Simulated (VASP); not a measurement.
# GeW (Fm-3m) in VASP: a series of runs

Aim: see how the results for GeW move with the level of theory and the settings. Levels: PBE, BLYP+D3(BJ), BLYP+D4. Tasks: single point, relaxation of cell and atoms.

Program: VASP 6.6.1. These are calculated values, not measurements. Logs are shortened: lines on timing, memory, paths and dates and some standing lists are left out, and cuts for length are marked.

### 1 The cell of the first run

Symmetry: Fm-3m, No. 225, cubic system. Conventional cell: a = 5.155 Å, b = 5.155 Å, c = 5.155 Å, α = 90.00°, β = 90.00°, γ = 90.00°. Ge (site symmetry m-3m) has 6 W at 2.58 Å within 3.4 Å. Within 3.4 Å of W (site symmetry m-3m) lie 6 Ge at 2.58 Å.

### 2 Single point, PBE

INCAR reads:

```
  PREC = Accurate
  ENCUT = 520
  EDIFF = 1E-6
  ISMEAR = 0
  SIGMA = 0.03
  LREAL = F
  LASPH = T
  NELM = 60
  ALGO = Normal
  ISIF = 2
  LWAVE = F
  LCHARG = F
  GGA = PE
  NBANDS = 21
```

KPOINTS reads:

```
regular mesh
0
Gamma
  9 9 9
```

POSCAR reads:

```
GeW
1.0
    0.0000000000      2.5776100000      2.5776100000
    2.5776100000      0.0000000000      2.5776100000
    2.5776100000      2.5776100000      0.0000000000
Ge W
1 1
Direct
    0.5000000000      0.5000000000      0.5000000000
    0.0000000000      0.0000000000      0.0000000000
```

Potentials or basis: VASP PAW PBE potentials, release 64 (Ge_d, W_sv).

Run with:

```bash
$ cat potpaw_PBE.64/Ge_d/POTCAR potpaw_PBE.64/W_sv/POTCAR > POTCAR
$ mpirun -np 1 vasp_std > vasp.out
```

OUTCAR:

```text
PREC = Accurate
   ENCUT = 520
   EDIFF = 1E-6
   ISMEAR = 0
   LREAL = F
   LASPH = T
   NELM = 60
   ISIF = 2
   GGA = PE

 ion  position               nearest neighbor table
   1  0.500  0.500  0.500-   2 2.58   2 2.58   2 2.58   2 2.58   2 2.58   2 2.58
   2  0.000  0.000  0.000-   1 2.58   1 2.58   1 2.58   1 2.58   1 2.58   1 2.58

  LATTYP: Found a face centered cubic cell.
 ALAT       =     5.1552200000

  Lattice vectors:

 A1 = (   0.0000000000,   2.5776100000,   2.5776100000)
 A2 = (   2.5776100000,   0.0000000000,   2.5776100000)
 A3 = (   2.5776100000,   2.5776100000,   0.0000000000)

Analysis of symmetry for initial positions (statically):
=====================================================================
 Subroutine PRICEL returns:
 Original cell was already a primitive cell.

 Routine SETGRP: Setting up the symmetry group for a
 face centered cubic supercell.

 Subroutine GETGRP returns: Found 48 space group operations
 (whereof 48 operations were pure point group operations)
 out of a pool of 48 trial point group operations.

The static configuration has the point symmetry O_h .

Analysis of symmetry for dynamics (positions and initial velocities):
=====================================================================
 Subroutine PRICEL returns:
 Original cell was already a primitive cell.

 Routine SETGRP: Setting up the symmetry group for a
 face centered cubic supercell.

 Subroutine GETGRP returns: Found 48 space group operations
 (whereof 48 operations were pure point group operations)
 out of a pool of 48 trial point group operations.

The dynamic configuration has the point symmetry O_h .

 Subroutine INISYM returns: Found 48 space group operations
 (whereof 48 operations are pure point group operations),
 and found     1 'primitive' translations

----------------------------------------------------------------------------------------

                                     Primitive cell

  volume of cell :      34.2517

  direct lattice vectors                    reciprocal lattice vectors
     0.000000000  2.577610000  2.577610000    -0.193978143  0.193978143  0.193978143
     2.577610000  0.000000000  2.577610000     0.193978143 -0.193978143  0.193978143
     2.577610000  2.577610000  0.000000000     0.193978143  0.193978143 -0.193978143

  length of vectors
     3.645291021  3.645291021  3.645291021     0.335979998  0.335979998  0.335979998

  position of ions in fractional coordinates (direct lattice)
     0.500000000  0.500000000  0.500000000
     0.000000000  0.000000000  0.000000000

  ion indices of the primitive-cell ions
   primitive index   ion index
                 1           1
                 2           2

----------------------------------------------------------------------------------------

 KPOINTS: regular mesh

Automatic generation of k-mesh.
 Grid dimensions read from file:
 generate k-points for:    9    9    9

 Generating k-lattice:

  Cartesian coordinates                     Fractional coordinates (reciprocal lattice)
    -0.021553127  0.021553127  0.021553127     0.111111111  0.000000000  0.000000000
     0.021553127 -0.021553127  0.021553127     0.000000000  0.111111111  0.000000000
     0.021553127  0.021553127 -0.021553127     0.000000000  0.000000000  0.111111111

  Length of vectors
     0.037331111  0.037331111  0.037331111

  Shift w.r.t. Gamma in fractional coordinates (k-lattice)
     0.000000000  0.000000000  0.000000000

 Subroutine IBZKPT returns following result:
 ===========================================

 Found     35 irreducible k-points:

 Following reciprocal coordinates:
            Coordinates               Weight
  0.000000  0.000000  0.000000      1.000000
  0.111111  0.000000  0.000000      8.000000
  0.222222  0.000000  0.000000      8.000000
  0.333333  0.000000  0.000000      8.000000
  0.444444  0.000000  0.000000      8.000000
  0.111111  0.111111  0.000000      6.000000
[... 16 lines left out ...]
 -0.333333  0.333333  0.000000     12.000000
  0.444444  0.444444  0.000000      6.000000
 [... further k-points ...]
   k-points           NKPTS =     35   k-points in BZ     NKDIM =     35   number of bands    NBANDS=     21
   number of dos      NEDOS =    301   number of ions     NIONS =      2
   total plane-waves  NPLWV =  21952
   dimension x,y,z NGX =    28 NGY =   28 NGZ =   28
   dimension x,y,z NGXF=    56 NGYF=   56 NGZF=   56
   ions per type =               1   1
   NGX,Y,Z   is equivalent  to a cutoff of  12.77, 12.77, 12.77 a.u.
   NGXF,Y,Z  is equivalent  to a cutoff of  25.54, 25.54, 25.54 a.u.
 SYSTEM =  unknown system
   PREC   = accura    normal or accurate (medium, high low for compatibility)
   ISTART =      0    job   : 0-new  1-cont  2-samecut
   ICHARG =      2    charge: 1-file 2-atom 10-const
   ISPIN  =      1    spin polarized calculation?
   LNONCOLLINEAR =      F non collinear calculations
   LSORBIT =      F    spin-orbit coupling
   LASPH  =      T    aspherical Exc in radial PAW
   ENCUT  =  520.0 eV  38.22 Ry    6.18 a.u.   6.78  6.78  6.78*2*pi/ulx,y,z
   NELM   =     60;   NELMIN=  2; NELMDL= -5     # of ELM steps
   EDIFF  = 0.1E-05   stopping-criterion for ELM
   LREAL  =      F    real-space projection
   EDIFFG = 0.1E-04   stopping-criterion for IOM
   NSW    =      0    number of steps for IOM
   IBRION =     -1    ionic relax: 0-MD 1-quasi-New 2-CG
   NFREE  =      0    steps in history (QN), initial steepest desc. (CG)
   ISIF   =      2    stress and relaxation
   ISYM   =      2    0-nonsym 1-usesym 2-fastsym
   POTIM  = 0.5000    time-step for ionic-motion
   TEBEG  =    0.0;   TEEND  =   0.0 temperature during run
   PSTRESS=    0.0 pullay stress
   NELECT =      28.0000    total number of electrons
   NUPDOWN=      -1.0000    fix difference up-down
   EMIN   =  10.00;   EMAX   =-10.00  energy-range for DOS
   EFERMI =   0.00;   METHOD = LEGACY
   ISMEAR =     0;   SIGMA  =   0.03  broadening in eV -4-tet -1-fermi 0-gaus
   EFERMI_NEDOS =   21; number of points for ismear=-14 and -15
   IALGO  =     38    algorithm
   IMIX   =      4    mixing-type and parameters
     AMIX     =   0.40;   BMIX     =  1.00
     AMIX_MAG =   1.60;   BMIX_MAG =  1.00
  volume/ion in A,a.u.               =      17.13       115.57
  Fermi-wavevector in a.u.,A,eV,Ry     =   1.530736  2.892672 31.880529  2.343153
  Thomas-Fermi vector in A             =   2.638178
   LORBIT       =      0    0 simple, 1 ext, 2 COOP (PROOUT), +10 PAW based schemes
   GGA     = PE    functional components
   LHFCALC =     F    Hartree Fock is set to
   AEXX    =    0.0000 exact exchange contribution
   IVDW    =     0    specifies the selected vdW correction
   LEPSILON=     F    determine dielectric tensor
   LRPA    =     F    only Hartree local field effects (RPA)
 non-spin polarized calculation
 Gauss-broadening in eV      SIGMA  =   0.03
  energy-cutoff  :      520.00
  volume of cell :       34.25
 maximum number of plane-waves:       944
   NGX = 13   NGY = 13   NGZ = 13

 number of electron      27.9999991 magnetization

 Free energy of the ion-electron system (eV)
  ---------------------------------------------------
  ext. energy  EPLUGINS =         0.00000000
  ---------------------------------------------------
  free energy    TOTEN  =       -15.70348998 eV

  energy without entropy =      -15.70183252  energy(sigma->0) =      -15.70266125

 E-fermi :   9.0398     XC(G=0): -12.4196

 val. band max:        9.0211188502   @ k =  -0.3333   0.3333   0.1111
 cond. band min:       9.0542396284   @ k =   0.3333   0.1111   0.0000
 fundamental gap:      0.0331207782
 Fermi energy:         9.0397991523

 k-point     1 :       0.0000    0.0000    0.0000
  band No.  band energies     occupation
      1     -65.4546      2.00000
      2     -29.6401      2.00000
      3     -29.6401      2.00000
      4     -29.6401      2.00000
      5     -15.3956      2.00000
      6     -15.3956      2.00000
[... 13 lines left out ...]
     20      17.2743      0.00000
     21      24.2015      0.00000

 k-point     2 :       0.1111    0.0000    0.0000
  band No.  band energies     occupation
      1     -65.4542      2.00000
      2     -29.6521      2.00000
      3     -29.6422      2.00000
      4     -29.6422      2.00000
      5     -15.3912      2.00000
      6     -15.3912      2.00000
[... 13 lines left out ...]
     20      17.7257      0.00000
     21      21.9212      0.00000

 k-point     3 :       0.2222    0.0000    0.0000
  band No.  band energies     occupation
      1     -65.4532      2.00000
      2     -29.6824      2.00000
      3     -29.6477      2.00000
      4     -29.6477      2.00000
      5     -15.3802      2.00000
      6     -15.3802      2.00000
[... 13 lines left out ...]
     20      19.5744      0.00000
     21      20.6742      0.00000

 k-point     4 :       0.3333    0.0000    0.0000
  band No.  band energies     occupation
      1     -65.4521      2.00000
      2     -29.7166      2.00000
      3     -29.6540      2.00000
      4     -29.6540      2.00000
      5     -15.3678      2.00000
      6     -15.3678      2.00000
[... 13 lines left out ...]
     20      18.8391      0.00000
     21      18.8391      0.00000

 k-point     5 :       0.4444    0.0000    0.0000
  band No.  band energies     occupation
      1     -65.4514      2.00000
      2     -29.7387      2.00000
      3     -29.6580      2.00000
      4     -29.6580      2.00000
      5     -15.3597      2.00000
      6     -15.3597      2.00000
[... 13 lines left out ...]
     20      18.1596      0.00000
     21      18.1596      0.00000

 k-point     6 :       0.1111    0.1111    0.0000
  band No.  band energies     occupation
      1     -65.4541      2.00000
      2     -29.6528      2.00000
      3     -29.6445      2.00000
      4     -29.6445      2.00000
      5     -15.3942      2.00000
      6     -15.3865      2.00000
[... 13 lines left out ...]
     20      18.1789      0.00000
     21      21.7743      0.00000

 k-point     7 :       0.2222    0.1111    0.0000
  band No.  band energies     occupation
      1     -65.4533      2.00000
      2     -29.6749      2.00000
      3     -29.6500      2.00000
      4     -29.6491      2.00000
      5     -15.3888      2.00000
      6     -15.3772      2.00000
[... 13 lines left out ...]
     20      19.2330      0.00000
     21      20.0401      0.00000
[... 291 lines left out ...]
      1     -65.4514      2.00000
      2     -29.7115      2.00000
      3     -29.6680      2.00000
      4     -29.6680      2.00000
      5     -15.3868      2.00000
      6     -15.3769      2.00000
[... 13 lines left out ...]
     20      20.2826      0.00000
     21      21.9195      0.00000

 k-point    21 :       0.4444    0.3333    0.0000
  band No.  band energies     occupation
      1     -65.4508      2.00000
      2     -29.7209      2.00000
      3     -29.6767      2.00000
      4     -29.6720      2.00000
      5     -15.3819      2.00000
      6     -15.3815      2.00000
[... 13 lines left out ...]
     20      20.1827      0.00000
     21      22.2944      0.00000

 k-point    22 :      -0.4444    0.3333    0.0000
  band No.  band energies     occupation
      1     -65.4505      2.00000
      2     -29.7195      2.00000
      3     -29.6919      2.00000
      4     -29.6719      2.00000
      5     -15.3834      2.00000
      6     -15.3725      2.00000
[... 13 lines left out ...]
     20      19.8467      0.00000
     21      21.4850      0.00000

 k-point    23 :      -0.3333    0.3333    0.0000
  band No.  band energies     occupation
      1     -65.4506      2.00000
      2     -29.7095      2.00000
      3     -29.7048      2.00000
      4     -29.6678      2.00000
      5     -15.3817      2.00000
      6     -15.3630      2.00000
[... 13 lines left out ...]
     20      20.0368      0.00000
     21      20.5033      0.00000

 k-point    24 :       0.4444    0.4444    0.0000
  band No.  band energies     occupation
      1     -65.4505      2.00000
      2     -29.7279      2.00000
      3     -29.6760      2.00000
      4     -29.6760      2.00000
      5     -15.3888      2.00000
      6     -15.3842      2.00000
[... 13 lines left out ...]
     20      20.8870      0.00000
     21      23.8881      0.00000

 [... further k-points ...]
[... 5 lines left out ...]
  --------------------------------------------------------------------------------------
  -------------------------------------------------------------------------------------
  Total        0.0874599      0.0874599      0.0874599     -0.0000000      0.0000000      0.0000000
  in kB        4.0910820      4.0910820      4.0910820     -0.0000000      0.0000000      0.0000000
  external PRESSURE =       4.0910820 kB  Pullay stress =       0.0000000 kB

 VOLUME and BASIS-vectors are now :
 -----------------------------------------------------------------------------
  energy-cutoff  :      520.00
  volume of cell :       34.25
      direct lattice vectors                 reciprocal lattice vectors
     0.000000000  2.577610000  2.577610000    -0.193978143  0.193978143  0.193978143
     2.577610000  0.000000000  2.577610000     0.193978143 -0.193978143  0.193978143
     2.577610000  2.577610000  0.000000000     0.193978143  0.193978143 -0.193978143

 POSITION                                       TOTAL-FORCE (eV/Angst)
 -----------------------------------------------------------------------------------
      2.57761      2.57761      2.57761         0.000000      0.000000      0.000000
      0.00000      0.00000      0.00000        -0.000000     -0.000000     -0.000000
 -----------------------------------------------------------------------------------
    total drift:                                0.000000      0.000000      0.000000

  FREE ENERGIE OF THE ION-ELECTRON SYSTEM (eV)
  ---------------------------------------------------
  free  energy   TOTEN  =       -15.7034899822 eV

  energy  without entropy=      -15.7018325162  energy(sigma->0) =      -15.70266125
```

Run time: 18 s. Hardware: 1 thread of Intel Xeon Platinum 8259CL at 2.50GHz (Skylake/Cascade Lake), shared host; peak memory 0.17 GiB.

What came out:

```
Free energy            : -15.7035 eV
Pressure               : 0.4 GPa
Band gap on the k mesh : zero (band 14 reaches 9.59 eV, above the bottom of band 15 at 7.88 eV)
```

Caveat: spin-orbit coupling is left out, which moves the levels of the heavy elements.

### 3 Relaxation of cell and atoms, BLYP+D3(BJ)

INCAR reads:

```
AGGAC = 1.0
AGGAX = 1.0
ALDAC = 0.0
ALDAX = 1.0
ALGO = Normal
EDIFF = 1E-7
EDIFFG = -0.01
ENCUT = 600
GGA = B5
IBRION = 2
ISIF = 3
ISMEAR = -1
IVDW = 12
LASPH = T
LCHARG = F
LREAL = F
LWAVE = F
NELM = 60
NSW = 60
PREC = Accurate
SIGMA = 0.05
VDW_A1 = 0.4298
VDW_A2 = 4.2359
VDW_S6 = 1.0
VDW_S8 = 2.6996
```

KPOINTS reads:

```
k-points
0
Gamma
  9 9 9
```

POSCAR is that of step 2.

Potentials or basis: VASP PAW PBE potentials, release 64 (Ge_d, W_sv).

Run with:

```bash
$ cat potpaw_PBE.64/Ge_d/POTCAR potpaw_PBE.64/W_sv/POTCAR > POTCAR
$ mpirun -np 1 vasp_std > vasp.out
```

Wall time 1.7 min (1 thread of Intel Xeon Platinum 8259CL at 2.50GHz (Skylake/Cascade Lake), shared host); peak memory 0.2 GiB.

Results (log left out):

| Quantity | Value |
| --- | --- |
| Free energy | -15.7223 eV |
| Relaxed volume | 16.87 Å³/atom |
| Relaxed cell | a = 3.627 Å, b = 3.627 Å, c = 3.627 Å, α = 60.00°, β = 60.00°, γ = 60.00° |
| Space group after relaxing (to 0.05 Å) | Fm-3m (No. 225) |
| Energy gained by relaxing | 2.1 meV/atom |
| Ionic steps | 3 |
| Pressure after relaxing | 0.0 GPa |
| Band gap on the k mesh | zero (band 14 reaches 10.33 eV, above the bottom of band 15 at 8.57 eV) |
| Dispersion energy per atom | -1.231 eV |

Step by step:
```
step  energy change (eV)  largest force (eV/Å)  pressure (GPa)  volume (Å³)
   1              0.0000                0.0000           -2.57        34.25
   2              0.0074                0.0000            4.58        32.91
   3             -0.0042                0.0000           -0.01        33.74
```

Final structure:
```
CELL_PARAMETERS angstrom
0.00000 2.56473 2.56473
2.56473 0.00000 2.56473
2.56473 2.56473 0.00000
ATOMIC_POSITIONS crystal
Ge 0.50000 0.50000 0.50000
W 0.00000 0.00000 0.00000
```

Levels at points of the mesh, in eV from the Fermi level:
```
           k point  band 12  band 13  band 14  band 15  band 16  band 17
(0.00, 0.00, 0.00)    -1.62    -1.62    -0.89    -0.89     2.40     2.40
```

Caveat: the PAW data sets were made with another functional, which shifts forces and pressure a little; spin-orbit coupling is left out, which moves the levels of the heavy elements; pairwise dispersion overbinds metals, which lowers pressure and volume.

[end of part 1 of 2]
